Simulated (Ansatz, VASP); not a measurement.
Two plane-wave programs on SiCl

File INCAR:

```
SYSTEM = SiCl
PREC     = Accurate       ! precision mode
ENCUT    = 520            ! plane-wave cutoff, eV
EDIFF    = 1E-6           ! SCF threshold, eV
ISMEAR   = -1             ! smearing method
SIGMA    = 0.1            ! smearing width, eV
LREAL    = .False.        ! projectors in reciprocal space
LASPH    = .True.         ! aspherical terms in the spheres
NELM     = 100            ! most SCF steps
ALGO     = Normal         ! electronic algorithm
ISIF     = 2              ! what is computed and relaxed
LWAVE    = .False.        ! write WAVECAR
LCHARG   = .True.         ! write CHGCAR
GGA      = PE             ! functional
LELF     = .True.         ! ELF
LVHAR    = .True.       
NBANDS   = 19             ! bands
```

KPOINTS

```
regular mesh
0
Gamma
  9 9 8
  0 0 0
```

The input POSCAR:

```
SiCl
1.0
    3.8237630000      0.0000000000      0.0000000000
    1.9118810000     -5.3909880000      0.0000000000
    0.0000000000      0.0000000000     -4.3820560000
Si Cl
2 2
Direct
    0.3920000000      0.2160000000      0.7500000000
    0.6080000000      0.7840000000      0.2500000000
    0.1333000000      0.7334000000      0.7500000000
    0.8667000000      0.2666000000      0.2500000000
```

Input for Ansatz:

```yaml
crystal:
  lattice:
    - [3.823763, 0.0, 0.0]
    - [1.911881, -5.390988, 0.0]
    - [0.0, 0.0, -4.382056]
  atoms:
    - { symbol: Si, position: [0.392, 0.216, 0.75] }
    - { symbol: Si, position: [0.608, 0.784, 0.25] }
    - { symbol: Cl, position: [0.1333, 0.7334, 0.75] }
    - { symbol: Cl, position: [0.8667, 0.2666, 0.25] }
  symmetry: { tolerance: 0.0003 }
kpoints:
  mp_grid: { grid: [9, 9, 8], shift: [0, 0, 0] }
  band_path:
    path:
      - [0.0, 0.0, 0.0]
      - [0.0, -0.5, 0.0]
      - [0.43711382, -0.28144309, 0.0]
      - [0.56288618, 0.28144309, 0.0]
      - [0.0, 0.0, 0.0]
      - [0.0, 0.0, -0.5]
      - [0.56288618, 0.28144309, -0.5]
      - [0.43711382, -0.28144309, -0.5]
      - [0.0, -0.5, -0.5]
      - [0.0, -0.5, 0.0]
      - [0.0, 0.0, 0.0]
    npoints: 6
magnetization:
  spin_polarized: false
scf:
  occupations: { method: fermi_dirac }
  lower_state_search: "off"
  max_iter: 200
hamiltonian:
  pseudopotentials: { kind: paw }
  xc: pbe
basis:
  ecutwfc: 420
  fft_grid_basis: typed
output:
  forces: true
  stress: true
  eigenvalues: true
  bader: true
  populations: true
  elf: true
  write_potential: true
  volumetric_format: npy
  dos:
    e_range: [-12, 8]
    de: 0.05
    projected: { site_lists: { Cl: [Cl], Si: [Si] } }
checkpoint:
  read: saved_state
```

Alike in both runs: task single point; functional PBE; k mesh 9 × 9 × 8; no spin polarisation.

|  | VASP | Ansatz |
| --- | --- | --- |
| version | VASP 6.6.1 | Ansatz 0.2.0 |
| potentials or method | VASP PAW PBE potentials, release 64 (Si, Cl), cutoff 520 eV | PAW plane waves |
| occupations | fermi-dirac, width 0.1 eV | fermi-dirac |
| valence electrons in the cell | 22 | 22 |

```tsv
	VASP	Ansatz	Ansatz less VASP
pressure (GPa)	-2.7	-2.7	+0.01
traceless stress, the component that is largest in VASP (GPa)	-1.03	-1.04	-0.005
rms of the force components (eV/Å)	0.281	0.281	-0.0003
```

Atom by atom the forces differ by 0.000 eV/Å (rms over components).
